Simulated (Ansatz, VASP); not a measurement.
Given: the input of a run of Ansatz 0.2.0 on GdO.

Contents of input.yaml:

```yaml
crystal:
  lattice:
    - [0.0, 2.7, 2.7]
    - [2.7, 0.0, 2.7]
    - [2.7, 2.7, 0.0]
  atoms:
    - { symbol: Gd, position: [0.0, 0.0, 0.0], spin: 1.8 }
    - { symbol: O, position: [0.75, 0.75, 0.75] }
hamiltonian:
  xc: pbe
  pseudopotentials: { kind: paw }
magnetization:
  spin_polarized: true
  initial_magnetization: 1.8
  spin_locking: { lock_magnetization: hard }
kpoints:
  mp_grid: { grid: [7, 7, 7] }
scf:
  occupations: { method: fermi_dirac, width: 0.05 }
  lower_state_search: "off"
output:
  forces: true
  stress: true
  eigenvalues: true
```

Potentials or basis: Ansatz PAW.

Command:

```sh
$ ansatz run input.yaml --threads 2 --pin off --max-ram 5632MiB --backend cpu --events-out ev --progress --plain --runs-dir out
```

Problem. Set up the same calculation for VASP 6.6.1. Potentials there: VASP PAW PBE potentials, release 64 (Gd, O).

Solution. As run (the cutoff follows the program's own potentials):

Contents of INCAR:

```
SYSTEM = GdO
ALGO = Normal
EDIFF = 1E-7
ENCUT = 520
GGA = PE
ISIF = 2
ISMEAR = -1
ISPIN = 2
LASPH = .True.
LCHARG = .False.
LMAXMIX = 6
LORBIT = 11
LREAL = .False.
LWAVE = .False.
MAGMOM = 1.8 0
NBANDS = 23
NELM = 150
NUPDOWN = 1.8
PREC = Accurate
SIGMA = 0.05
```

The input KPOINTS:

```
k-points
0
Gamma
  7 7 7
  0 0 0
```

POSCAR

```
GdO
1.0
    0.0000000000      2.7000000000      2.7000000000
    2.7000000000      0.0000000000      2.7000000000
    2.7000000000      2.7000000000      0.0000000000
Gd O
1 1
Direct
    0.0000000000      0.0000000000      0.0000000000
    0.7500000000      0.7500000000      0.7500000000
```

Potentials or basis: VASP PAW PBE potentials, release 64 (Gd, O).

The run is started by

```bash
$ cat potpaw_PBE.64/Gd/POTCAR potpaw_PBE.64/O/POTCAR > POTCAR
$ mpirun -np 1 vasp_std > vasp.out
```

Both were run:

|  | VASP | Ansatz | Ansatz less VASP |
| --- | --- | --- | --- |
| pressure (GPa) | -1.8 | -1.8 | -0.05 |
| net moment per atom (μB) | 0.90 | 0.90 | 0.000 |
| size of the moment on the site where the two differ most (μB) | 2.06 | 2.09 | +0.036 |

Site moments also hang on the region over which each program counts them.

Spin-orbit coupling is off throughout.
